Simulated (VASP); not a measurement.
A run of VASP 6.6.1 is set up as follows.

The input POSCAR:

```
LiF
1.0
    2.4188792420      0.0000000000      0.0000000000
    0.0000000000      2.5162584438      0.0000000000
    0.0000000000      0.0000000000      2.5162584438
Li F
1 1
Direct
    0.0000000000      0.0000000000      0.0000000000
    0.5000000000      0.5000000000      0.5000000000
```

The input INCAR.step1:

```
PREC = Accurate
ENCUT = 1490
ISMEAR = 0
SIGMA = 0.01
LREAL = F
LASPH = T
NELM = 120
NBANDS = 12
GGA = PE
ALGO = Normal
EDIFF = 1E-5
LWAVE = T
LCHARG = F
GGA_COMPAT = F
```

File INCAR.step2:

```
PREC = Accurate
ENCUT = 1490
EDIFF = 1E-6
ISMEAR = 0
SIGMA = 0.01
LREAL = F
LASPH = T
NELM = 120
ALGO = Normal
ISIF = 2
LWAVE = F
LCHARG = F
METAGGA = R2SCAN
LMIXTAU = T
NBANDS = 12
ISTART = 1
GGA_COMPAT = F
```

The input KPOINTS:

```
Automatic mesh
0
Gamma
  10 10 10
```

Potentials or basis: VASP PAW PBE potentials, release 64 (Li_sv, F_h).

Command:

```bash
$ cat potpaw_PBE.64/Li_sv/POTCAR potpaw_PBE.64/F_h/POTCAR > POTCAR
$ cp INCAR.step1 INCAR
$ mpirun -np 1 vasp_std > vasp.out
$ cp INCAR.step2 INCAR
$ mpirun -np 1 vasp_std > vasp.out
```

(1) Predict the band gap on the k mesh.

(2) Estimate the pressure.

Results:

(1) 9.29 eV (least direct gap 9.96 eV).

(2) 2.3 GPa.

Caveat: the cell differs from its parent crystal (uniaxial x strain -3.9%); the stress differs along the axes, from -2 to 11 GPa; the structure was generated, so it needn't be the stable form of LiF; the PAW data sets were made with another functional, which shifts forces and pressure a little.
